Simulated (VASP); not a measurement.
Here is a VASP 6.6.1 calculation.

File INCAR:

```
SYSTEM = Ga
  PREC = Accurate
  ENCUT = 520
  EDIFF = 1E-6
  ISMEAR = 0
  SIGMA = 0.1
  LREAL = .False.
  LASPH = .True.
  NELM = 80
  ALGO = Normal
  ISIF = 2
  LWAVE = .False.
  LCHARG = .True.
  GGA = PE
  LELF = .True.
  LVHAR = .True.
  NBANDS = 20
```

The input KPOINTS:

```
regular mesh
0
Gamma
  6 6 4
  0 0 0
```

File POSCAR:

```
Ga
1.0
    2.9631281925      0.0000000000      0.0000000000
   -1.4815640962      2.5661442893      0.0000000000
    0.0000000000      0.0000000000      4.9613512046
Ga
2
Direct
    0.3333333333      0.6666666667      0.2500000000
    0.6666666667      0.3333333333      0.7500000000
```

Potentials or basis: VASP PAW PBE potentials, release 64 (Ga_d).

Run with:

```console
$ cat potpaw_PBE.64/Ga_d/POTCAR > POTCAR
$ mpirun -np 1 vasp_std > vasp.out
```

(1) Predict the band gap on the k mesh.

(2) Predict the pressure.

Answers

(1) zero (band 13 reaches 9.27 eV, above the bottom of band 14 at 2.44 eV).

(2) 0.1 GPa.

Caveat: the k points lie up to 0.41 Å⁻¹ apart.
